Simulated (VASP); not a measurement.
**ScAl3: single point with PBE**

The system is ScAl3.

```
CELL_PARAMETERS angstrom
4.09784 0.00000 0.00000
0.00000 4.09784 0.00000
0.00000 0.00000 4.09784
ATOMIC_POSITIONS crystal
Sc 0.00000 0.00000 0.00000
Al 0.50000 0.00000 0.50000
Al 0.00000 0.50000 0.50000
Al 0.50000 0.50000 0.00000
```

- Program: VASP 6.6.1
- Task: single point
- Functional: PBE
- Potentials or basis: VASP PAW PBE potentials, release 64 (Sc_sv, Al)
- Cutoff: 500 eV
- k mesh: 10 × 10 × 10
- Occupations: gaussian, width 0.05 eV
- Spin: no spin polarisation

- Pressure: 0.5 GPa
- Band gap on the k mesh: zero (band 10 reaches 8.03 eV, above the bottom of band 11 at 4.26 eV)

Levels at points of the mesh, in eV from the Fermi level:
```
           k point  band 6  band 7  band 8  band 9  band 10  band 11  band 12  band 13  band 14  band 15
(0.00, 0.00, 0.00)   -2.63   -2.63   -1.83   -1.83    -1.83     1.24     1.29     1.29     1.29     4.70
(0.50, 0.00, 0.00)   -7.32   -1.72   -1.72   -1.47     0.81     0.97     0.97     1.34     1.62     2.15
(0.50, 0.50, 0.00)   -5.64   -5.64   -4.36   -0.55    -0.55     1.18     1.35     2.06     2.48     3.39
(0.50, 0.50, 0.50)   -4.81   -4.81   -4.47   -2.97    -2.97    -2.97     0.93     2.59     2.59     3.99
```

It took 56 s on 1 thread of Intel Xeon 6975P-C, with other jobs on the host, peak memory 0.21 GiB.
